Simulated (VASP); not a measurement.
Runs of VASP 6.6.1 on Nb2B. The structure is that of space group Fm-3m (No. 225), or close to it. The cells are those of the table. 

| task | spin | cell | k mesh | cutoff (eV) | gap on the mesh (eV) | pressure (GPa) | relaxed volume (Å³/atom) |
| --- | --- | --- | --- | --- | --- | --- | --- |
| single point | collinear, ferromagnetic start | a = 3.984 Å, angles 60.0°, 3 atoms | 6 × 6 × 6 | 520 | none | -0.2 | - |
| single point | off | a = 3.984 Å, angles 60.0°, 3 atoms | 14 × 14 × 14 | 520 | none | -0.3 | - |
| relaxation of cell and atoms | off | relaxed from a = 3.850 Å, angles 60.0°, 3 atoms | 6 × 6 × 6 | 600 | none | -0.1 | 14.90 |
| single point | off | a = 3.984 Å, angles 60.0°, 3 atoms | 6 × 6 × 6 | 520 | none | -0.2 | - |
| relaxation of cell and atoms | off | relaxed from a = 3.984 Å, angles 60.0°, 3 atoms | 14 × 14 × 14 | 600 | none | 0.0 | 14.88 |
| single point | off | a = 3.850 Å, angles 60.0°, 3 atoms | 6 × 6 × 6 | 520 | none | (a) | - |

Alike in all rows: level PBE; potentials or basis VASP PAW PBE potentials, release 64 (Nb_sv, B); smearing gaussian 0.1 eV.

Task: Fill in the values left out.

Result: (a) 23.2.

A k mesh can miss the band edges, and the runs leave out spin-orbit coupling on Nb.

A gap of «none» marks levels without a gap at the run's occupations.
